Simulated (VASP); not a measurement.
# ZnSe (ZnSe (F-43m)) (F-43m) in VASP: single point with PBE

Aim: the single point of ZnSe (ZnSe (F-43m)) with PBE.

Program: VASP 6.6.1. These are calculated values, not measurements. Logs are shortened: lines on timing, memory, paths and dates and some standing lists are left out, and cuts for length are marked.

**1. The cell of the first run**

The structure is cubic, space group F-43m (No. 216). The conventional cell has a = 5.665 Å, b = 5.665 Å, c = 5.665 Å, α = 90.00°, β = 90.00°, γ = 90.00°. Within 3.2 Å of Zn (site symmetry -43m) lie 4 Se at 2.45 Å. Se (site symmetry -43m) has 4 Zn at 2.45 Å within 3.2 Å.

**2. Single point, PBE**

Contents of INCAR:

```
SYSTEM = ZnSe
PREC = Accurate ; ENCUT = 500
EDIFF = 1E-6 ; ISMEAR = -1
SIGMA = 0.01 ; LREAL = .FALSE.
LASPH = .TRUE. ; NELM = 120
ALGO = Normal ; ISIF = 2
LWAVE = .FALSE. ; LCHARG = .FALSE.
GGA = PE ; NBANDS = 16
GGA_COMPAT = .FALSE.
```

Contents of KPOINTS:

```
regular mesh
0
G
  4 4 4
  0 0 0
```

Contents of POSCAR:

```
ZnSe
1.0
    0.0000000000      2.8324425000      2.8324425000
    2.8324425000      0.0000000000      2.8324425000
    2.8324425000      2.8324425000      0.0000000000
Zn Se
1 1
Direct
    0.0000000000      0.0000000000      0.0000000000
    0.2500000000      0.2500000000      0.2500000000
```

Potentials or basis: VASP PAW PBE potentials, release 64 (Zn, Se).

On the command line:

```bash
> cat potpaw_PBE.64/Zn/POTCAR potpaw_PBE.64/Se/POTCAR > POTCAR
> mpirun -np 1 vasp_std > vasp.out
```

OUTCAR:

```text
SYSTEM = ZnSe
   PREC = Accurate
   ENCUT = 500
   EDIFF = 1E-6
   ISMEAR = -1
   LREAL = .FALSE.
   LASPH = .TRUE.
   NELM = 120
   ISIF = 2
   GGA = PE

 ion  position               nearest neighbor table
   1  0.000  0.000  0.000-   2 2.45   2 2.45   2 2.45   2 2.45
   2  0.250  0.250  0.250-   1 2.45   1 2.45   1 2.45   1 2.45

  LATTYP: Found a face centered cubic cell.
 ALAT       =     5.6648850000

  Lattice vectors:

 A1 = (   0.0000000000,   2.8324425000,   2.8324425000)
 A2 = (   2.8324425000,   0.0000000000,   2.8324425000)
 A3 = (   2.8324425000,   2.8324425000,   0.0000000000)

Analysis of symmetry for initial positions (statically):
=====================================================================
 Subroutine PRICEL returns:
 Original cell was already a primitive cell.

 Routine SETGRP: Setting up the symmetry group for a
 face centered cubic supercell.

 Subroutine GETGRP returns: Found 24 space group operations
 (whereof 24 operations were pure point group operations)
 out of a pool of 48 trial point group operations.

The static configuration has the point symmetry T_d .

Analysis of symmetry for dynamics (positions and initial velocities):
=====================================================================
 Subroutine PRICEL returns:
 Original cell was already a primitive cell.

 Routine SETGRP: Setting up the symmetry group for a
 face centered cubic supercell.

 Subroutine GETGRP returns: Found 24 space group operations
 (whereof 24 operations were pure point group operations)
 out of a pool of 48 trial point group operations.

The dynamic configuration has the point symmetry T_d .

 Subroutine INISYM returns: Found 24 space group operations
 (whereof 24 operations are pure point group operations),
 and found     1 'primitive' translations

----------------------------------------------------------------------------------------

                                     Primitive cell

  volume of cell :      45.4478

  direct lattice vectors                    reciprocal lattice vectors
     0.000000000  2.832442500  2.832442500    -0.176526090  0.176526090  0.176526090
     2.832442500  0.000000000  2.832442500     0.176526090 -0.176526090  0.176526090
     2.832442500  2.832442500  0.000000000     0.176526090  0.176526090 -0.176526090

  length of vectors
     4.005678598  4.005678598  4.005678598     0.305752157  0.305752157  0.305752157

  position of ions in fractional coordinates (direct lattice)
     0.000000000  0.000000000  0.000000000
     0.250000000  0.250000000  0.250000000

  ion indices of the primitive-cell ions
   primitive index   ion index
                 1           1
                 2           2

----------------------------------------------------------------------------------------

 KPOINTS: regular mesh

Automatic generation of k-mesh.
 Grid dimensions read from file:
 generate k-points for:    4    4    4

 Generating k-lattice:

  Cartesian coordinates                     Fractional coordinates (reciprocal lattice)
    -0.044131523  0.044131523  0.044131523     0.250000000  0.000000000  0.000000000
     0.044131523 -0.044131523  0.044131523     0.000000000  0.250000000  0.000000000
     0.044131523  0.044131523 -0.044131523     0.000000000  0.000000000  0.250000000

  Length of vectors
     0.076438039  0.076438039  0.076438039

  Shift w.r.t. Gamma in fractional coordinates (k-lattice)
     0.000000000  0.000000000  0.000000000

 Subroutine IBZKPT returns following result:
 ===========================================

 Found      8 irreducible k-points:

 Following reciprocal coordinates:
            Coordinates               Weight
  0.000000  0.000000  0.000000      1.000000
  0.250000  0.000000  0.000000      8.000000
  0.500000  0.000000  0.000000      4.000000
  0.250000  0.250000  0.000000      6.000000
  0.500000  0.250000  0.000000     24.000000
 -0.250000  0.250000  0.000000     12.000000
  0.500000  0.500000  0.000000      3.000000
 -0.250000  0.500000  0.250000      6.000000
   k-points           NKPTS =      8   k-points in BZ     NKDIM =      8   number of bands    NBANDS=     16
   number of dos      NEDOS =    301   number of ions     NIONS =      2
   total plane-waves  NPLWV =  27000
   dimension x,y,z NGX =    30 NGY =   30 NGZ =   30
   dimension x,y,z NGXF=    60 NGYF=   60 NGZF=   60
   ions per type =               1   1
   NGX,Y,Z   is equivalent  to a cutoff of  12.45, 12.45, 12.45 a.u.
   NGXF,Y,Z  is equivalent  to a cutoff of  24.90, 24.90, 24.90 a.u.
 SYSTEM =  ZnSe
   PREC   = accura    normal or accurate (medium, high low for compatibility)
   ISTART =      0    job   : 0-new  1-cont  2-samecut
   ICHARG =      2    charge: 1-file 2-atom 10-const
   ISPIN  =      1    spin polarized calculation?
   LNONCOLLINEAR =      F non collinear calculations
   LSORBIT =      F    spin-orbit coupling
   LASPH  =      T    aspherical Exc in radial PAW
   ENCUT  =  500.0 eV  36.75 Ry    6.06 a.u.   7.30  7.30  7.30*2*pi/ulx,y,z
   NELM   =    120;   NELMIN=  2; NELMDL= -5     # of ELM steps
   EDIFF  = 0.1E-05   stopping-criterion for ELM
   LREAL  =      F    real-space projection
   EDIFFG = 0.1E-04   stopping-criterion for IOM
   NSW    =      0    number of steps for IOM
   IBRION =     -1    ionic relax: 0-MD 1-quasi-New 2-CG
   NFREE  =      0    steps in history (QN), initial steepest desc. (CG)
   ISIF   =      2    stress and relaxation
   ISYM   =      2    0-nonsym 1-usesym 2-fastsym
   POTIM  = 0.5000    time-step for ionic-motion
   TEBEG  =    0.0;   TEEND  =   0.0 temperature during run
   PSTRESS=    0.0 pullay stress
   NELECT =      18.0000    total number of electrons
   NUPDOWN=      -1.0000    fix difference up-down
   EMIN   =  10.00;   EMAX   =-10.00  energy-range for DOS
   EFERMI =   0.00;   METHOD = LEGACY
   ISMEAR =    -1;   SIGMA  =   0.01  broadening in eV -4-tet -1-fermi 0-gaus
   EFERMI_NEDOS =   21; number of points for ismear=-14 and -15
   IALGO  =     38    algorithm
   IMIX   =      4    mixing-type and parameters
     AMIX     =   0.40;   BMIX     =  1.00
     AMIX_MAG =   1.60;   BMIX_MAG =  1.00
  volume/ion in A,a.u.               =      22.72       153.35
  Fermi-wavevector in a.u.,A,eV,Ry     =   1.202249  2.271922 19.665910  1.445404
  Thomas-Fermi vector in A             =   2.338036
   LORBIT       =      0    0 simple, 1 ext, 2 COOP (PROOUT), +10 PAW based schemes
   GGA     = PE    functional components
   LHFCALC =     F    Hartree Fock is set to
   AEXX    =    0.0000 exact exchange contribution
   IVDW    =     0    specifies the selected vdW correction
   LEPSILON=     F    determine dielectric tensor
   LRPA    =     F    only Hartree local field effects (RPA)
 non-spin polarized calculation
  energy-cutoff  :      500.00
  volume of cell :       45.45
 maximum number of plane-waves:      1174
 NGX is ok and might be reduce to    30
   NGX = 15   NGY = 15   NGZ = 15

 number of electron      18.0000011 magnetization

 Free energy of the ion-electron system (eV)
  ---------------------------------------------------
  ext. energy  EPLUGINS =         0.00000000
  ---------------------------------------------------
  free energy    TOTEN  =        -5.95190447 eV

  energy without entropy =       -5.95190447  energy(sigma->0) =       -5.95190447

 E-fermi :   1.9376     XC(G=0):  -9.3138

 val. band max:        1.6564499844   @ k =   0.0000   0.0000   0.0000
 cond. band min:       2.9399317671   @ k =   0.0000   0.0000   0.0000
 fundamental gap:      1.2834817827
 Fermi energy:         1.9375623290

 k-point     1 :       0.0000    0.0000    0.0000
  band No.  band energies     occupation
      1     -11.6073      2.00000
      2      -4.9242      2.00000
      3      -4.9242      2.00000
      4      -4.9242      2.00000
      5      -4.5562      2.00000
      6      -4.5562      2.00000
[... 8 lines left out ...]
     15      13.1022      0.00000
     16      13.1022      0.00000

 k-point     2 :       0.2500    0.0000    0.0000
  band No.  band energies     occupation
      1     -11.2427      2.00000
      2      -4.8736      2.00000
      3      -4.8736      2.00000
      4      -4.8616      2.00000
      5      -4.5561      2.00000
      6      -4.5561      2.00000
[... 8 lines left out ...]
     15      12.0824      0.00000
     16      12.3649      0.00000

 k-point     3 :       0.5000    0.0000    0.0000
  band No.  band energies     occupation
      1     -10.8121      2.00000
      2      -4.8369      2.00000
      3      -4.8369      2.00000
      4      -4.5376      2.00000
      5      -4.5376      2.00000
      6      -4.3957      2.00000
[... 8 lines left out ...]
     15      14.7536      0.00000
     16      14.7536      0.00000

 k-point     4 :       0.2500    0.2500    0.0000
  band No.  band energies     occupation
      1     -11.1201      2.00000
      2      -4.9341      2.00000
      3      -4.8135      2.00000
      4      -4.8135      2.00000
      5      -4.5816      2.00000
      6      -4.5320      2.00000
[... 8 lines left out ...]
     15      13.9685      0.00000
     16      15.4350      0.00000

 k-point     5 :       0.5000    0.2500    0.0000
  band No.  band energies     occupation
      1     -10.6859      2.00000
      2      -4.8405      2.00000
      3      -4.7549      2.00000
      4      -4.6567      2.00000
      5      -4.5289      2.00000
      6      -4.4131      2.00000
[... 8 lines left out ...]
     15      14.9215      0.00000
     16      15.7756      0.00000

 k-point     6 :      -0.2500    0.2500    0.0000
  band No.  band energies     occupation
      1     -10.8318      2.00000
      2      -4.8252      2.00000
      3      -4.8074      2.00000
      4      -4.6693      2.00000
      5      -4.5680      2.00000
      6      -4.5058      2.00000
[... 8 lines left out ...]
     15      13.6397      0.00000
     16      15.7552      0.00000

 k-point     7 :       0.5000    0.5000    0.0000
  band No.  band energies     occupation
      1     -10.5417      2.00000
      2      -4.8923      2.00000
      3      -4.6715      2.00000
      4      -4.6715      2.00000
      5      -4.5078      2.00000
      6      -4.3748      2.00000
[... 8 lines left out ...]
     15      15.5781      0.00000
     16      16.0789      0.00000

 k-point     8 :      -0.2500    0.5000    0.2500
  band No.  band energies     occupation
      1     -10.5367      2.00000
      2      -4.8071      2.00000
      3      -4.7177      2.00000
      4      -4.5883      2.00000
      5      -4.5855      2.00000
      6      -4.2532      2.00000
[... 8 lines left out ...]
     15      15.4181      0.00000
     16      15.7528      0.00000

------------------------ aborting loop because EDIFF is reached ----------------------------------------

  FORCE on cell =-STRESS in cart. coord.  units (eV):
  Direction    XX          YY          ZZ          XY          YZ          ZX
  --------------------------------------------------------------------------------------
  -------------------------------------------------------------------------------------
  Total        0.7875870      0.7875870      0.7875870      0.0000000     -0.0000000     -0.0000000
  in kB       27.7648800     27.7648800     27.7648800      0.0000000     -0.0000000     -0.0000000
  external PRESSURE =      27.7648800 kB  Pullay stress =       0.0000000 kB

 VOLUME and BASIS-vectors are now :
 -----------------------------------------------------------------------------
  energy-cutoff  :      500.00
  volume of cell :       45.45
      direct lattice vectors                 reciprocal lattice vectors
     0.000000000  2.832442500  2.832442500    -0.176526090  0.176526090  0.176526090
     2.832442500  0.000000000  2.832442500     0.176526090 -0.176526090  0.176526090
     2.832442500  2.832442500  0.000000000     0.176526090  0.176526090 -0.176526090

 POSITION                                       TOTAL-FORCE (eV/Angst)
 -----------------------------------------------------------------------------------
      0.00000      0.00000      0.00000         0.000000      0.000000      0.000000
      1.41622      1.41622      1.41622        -0.000000      0.000000     -0.000000
 -----------------------------------------------------------------------------------
    total drift:                               -0.000000     -0.000000     -0.000000

  FREE ENERGIE OF THE ION-ELECTRON SYSTEM (eV)
  ---------------------------------------------------
  free  energy   TOTEN  =        -5.9519044700 eV

  energy  without entropy=       -5.9519044700  energy(sigma->0) =       -5.95190447
```

Run time: 5 s. Hardware: 1 thread of Intel Xeon 6975P-C (Granite Rapids), shared host; peak memory 0.15 GiB.

What came out:

```
Free energy            : -5.9519 eV
Pressure               : 2.8 GPa
Band gap on the k mesh : 1.28 eV, direct
```

Caveat: the k points lie up to 0.48 Å⁻¹ apart.
